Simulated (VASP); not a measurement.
# LiH (Fm-3m) in VASP: further runs, part 3 of 3

VASP 6.6.1.

## (5) Single point, PBEsol

INCAR

```
SYSTEM = LiH
PREC = Accurate ; ENCUT = 520
EDIFF = 1E-6 ; ISMEAR = 0
SIGMA = 0.01 ; LREAL = .False.
LASPH = .True. ; NELM = 60
ALGO = Normal ; ISIF = 2
LWAVE = .False. ; LCHARG = .False.
GGA = PS ; NBANDS = 9
```

KPOINTS

```
regular mesh
0
Gamma
  10 10 10
  0 0 0
```

POSCAR

```
LiH
1.0
    0.0000000000      2.0367500000      2.0367500000
    2.0367500000      0.0000000000      2.0367500000
    2.0367500000      2.0367500000      0.0000000000
Li H
1 1
Direct
    0.0000000000      0.0000000000      0.0000000000
    0.5000000000      0.5000000000      0.5000000000
```

Potentials or basis: VASP PAW PBE potentials, release 64 (Li_sv, H).

Started as:

```console
$ cat potpaw_PBE.64/Li_sv/POTCAR potpaw_PBE.64/H/POTCAR > POTCAR
$ mpirun -np 1 vasp_std > vasp.out
```

OUTCAR:

```text
SYSTEM = LiH
   PREC = Accurate
   ENCUT = 520
   EDIFF = 1E-6
   ISMEAR = 0
   LREAL = .False.
   LASPH = .True.
   NELM = 60
   ISIF = 2
   GGA = PS

 ion  position               nearest neighbor table
   1  0.000  0.000  0.000-
   2  0.500  0.500  0.500-

  LATTYP: Found a face centered cubic cell.
 ALAT       =     4.0735000000

  Lattice vectors:

 A1 = (   0.0000000000,   2.0367500000,   2.0367500000)
 A2 = (   2.0367500000,   0.0000000000,   2.0367500000)
 A3 = (   2.0367500000,   2.0367500000,   0.0000000000)

Analysis of symmetry for initial positions (statically):
=====================================================================
 Subroutine PRICEL returns:
 Original cell was already a primitive cell.

 Routine SETGRP: Setting up the symmetry group for a
 face centered cubic supercell.

 Subroutine GETGRP returns: Found 48 space group operations
 (whereof 48 operations were pure point group operations)
 out of a pool of 48 trial point group operations.

The static configuration has the point symmetry O_h .
[... 166 lines left out ...]
 fundamental gap:      2.7848033283
 Fermi energy:         0.0238374585

 k-point     1 :       0.0000    0.0000    0.0000
  band No.  band energies     occupation
      1     -43.8114      2.00000
      2      -5.4243      2.00000
      3      15.4186      0.00000
      4      17.1920      0.00000
      5      17.1920      0.00000
      6      17.1921      0.00000
      7      21.7056      0.00000
      8      21.7056      0.00000
      9      21.7056      0.00000
[... 265 lines left out ...]
 k-point    24 :       0.4000    0.3000    0.0000
  band No.  band energies     occupation
      1     -43.7677      2.00000
      2      -2.3557      2.00000
      3       6.3460      0.00000
      4       9.9817      0.00000
      5      11.2845      0.00000
      6      15.5064      0.00000
      7      16.7790      0.00000
      8      28.5152      0.00000
      9      28.9363      0.00000

 [... further k-points ...]

------------------------ aborting loop because EDIFF is reached ----------------------------------------

  FORCE on cell =-STRESS in cart. coord.  units (eV):
  Direction    XX          YY          ZZ          XY          YZ          ZX
  --------------------------------------------------------------------------------------
  -------------------------------------------------------------------------------------
  Total       -0.2594594     -0.2594594     -0.2594594      0.0000000     -0.0000000      0.0000000
  in kB      -24.6000998    -24.6000998    -24.6000998      0.0000000     -0.0000000      0.0000000
  external PRESSURE =     -24.6000998 kB  Pullay stress =       0.0000000 kB

 VOLUME and BASIS-vectors are now :
 -----------------------------------------------------------------------------
  energy-cutoff  :      520.00
  volume of cell :       16.90
      direct lattice vectors                 reciprocal lattice vectors
     0.000000000  2.036750000  2.036750000    -0.245489137  0.245489137  0.245489137
     2.036750000  0.000000000  2.036750000     0.245489137 -0.245489137  0.245489137
     2.036750000  2.036750000  0.000000000     0.245489137  0.245489137 -0.245489137

 POSITION                                       TOTAL-FORCE (eV/Angst)
 -----------------------------------------------------------------------------------
      0.00000      0.00000      0.00000         0.000000      0.000000      0.000000
      2.03675      2.03675      2.03675         0.000000      0.000000      0.000000
 -----------------------------------------------------------------------------------
    total drift:                                0.000000     -0.000000     -0.000000

  FREE ENERGIE OF THE ION-ELECTRON SYSTEM (eV)
  ---------------------------------------------------
  free  energy   TOTEN  =        -6.1126238004 eV

  energy  without entropy=       -6.1126238004  energy(sigma->0) =       -6.11262380
```

stdout:

```text
POSCAR found type information on POSCAR LiH
 POSCAR found :  2 types and       2 ions
 scaLAPACK will be used
 -----------------------------------------------------------------------------
|                                                                             |
|                                                                             |
|     You enforced a specific xc type in the INCAR file but a different       |
|     I HOPE YOU KNOW WHAT YOU ARE DOING!                                     |
|                                                                             |
 -----------------------------------------------------------------------------

 LDA part: xc-table for (Slater+PW92), standard interpolation
 POSCAR, INCAR and KPOINTS ok, starting setup
 FFT: planning ... GRIDC
 FFT: planning ... GRID_SOFT
 FFT: planning ... GRID
 WAVECAR not read
 entering main loop
```

It took 5.8 s on 1 thread of Intel Xeon 6975P-C (Granite Rapids), shared host; peak memory 0.13 GiB.

Results:

```
Free energy            : -6.1126 eV
Band gap on the k mesh : 2.78 eV, direct
```

Caveat: the cutoff is under 1.25 times the usual one of these potentials, so pressure, stress and relaxed cells hold a basis-set (Pulay) error; the PAW data sets were made with another functional, which shifts forces and pressure a little.

## (6) Summary

```csv
level,potentials or basis,k mesh,smearing,grid for exact exchange (PRECFOCK),share of exact exchange,gap on the mesh (eV)
PBE-based global hybrid,"VASP PAW PBE potentials, release 64 (Li_sv, H)",6 × 6 × 6,fermi-dirac 0.05 eV,Normal,0.35,5.43
PBE-based global hybrid,"VASP PAW PBE potentials, release 64 (Li_sv, H)",6 × 6 × 6,fermi-dirac 0.05 eV,Normal,0.5,6.51
LDA,"VASP PAW LDA potentials, release 64 (Li_sv, H)",10 × 10 × 10,gaussian 0.01 eV,-,-,2.65
PBEsol,"VASP PAW PBE potentials, release 64 (Li_sv, H)",10 × 10 × 10,gaussian 0.01 eV,-,-,2.78
```

Alike in all rows: task single point; no spin polarisation; cell as given; cutoff (eV) 520.

Caveats: some runs use coarse meshes; the cutoff is under 1.25 times the usual one of these potentials, so pressure, stress and relaxed cells hold a basis-set (Pulay) error; the PAW data sets were made with another functional, which shifts forces and pressure a little (some runs).

Absolute energies hang on the potentials; compare differences alone.
